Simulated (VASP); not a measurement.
Write the native input for VASP 6.6.1 that does the following.

```yaml
Task: single point
Functional: PBE
Potentials_or_basis: VASP PAW PBE potentials, release 64 (Se, Zn)
Cutoff: 520 eV
k_mesh: 8 × 8 × 8
Occupations: gaussian, width 0.029 eV
Spin: no spin polarisation
Dipole_correction: no
Further_INCAR_settings: ALGO = Normal; EDIFF = 1e-06; NBANDS = 16
```

The structure of ZnSe (Stilleite) lies in POSCAR:

```
ZnSe
1.0
    0.0000000000      2.8338000000      2.8338000000
    2.8338000000      0.0000000000      2.8338000000
    2.8338000000      2.8338000000      0.0000000000
Se Zn
1 1
Direct
    0.7500000000      0.7500000000      0.7500000000
    0.0000000000      0.0000000000      0.0000000000
```

One way to write it, as run:

INCAR

```
PREC = Accurate
ENCUT = 520
EDIFF = 1E-6
ISMEAR = 0
SIGMA = 0.028999999999999998
LREAL = False
LASPH = True
NELM = 100
ALGO = Normal
ISIF = 2
LWAVE = False
LCHARG = True
GGA = PE
LELF = True
LVHAR = True
NBANDS = 16
```

KPOINTS

```
regular mesh
0
Gamma
  8 8 8
```

Potentials or basis: VASP PAW PBE potentials, release 64 (Se, Zn).

The run is started by

```bash
$ cat potpaw_PBE.64/Se/POTCAR potpaw_PBE.64/Zn/POTCAR > POTCAR
$ mpirun -np 1 vasp_std > vasp.out
```

Results of the run:

```
Pressure               : 2.3 GPa
Band gap on the k mesh : 1.29 eV, direct
```

Run time: 12 s on 1 thread of Intel(R) Xeon(R) Platinum 8559C (Emerald Rapids), with other jobs on the host, peak memory 0.17 GiB.
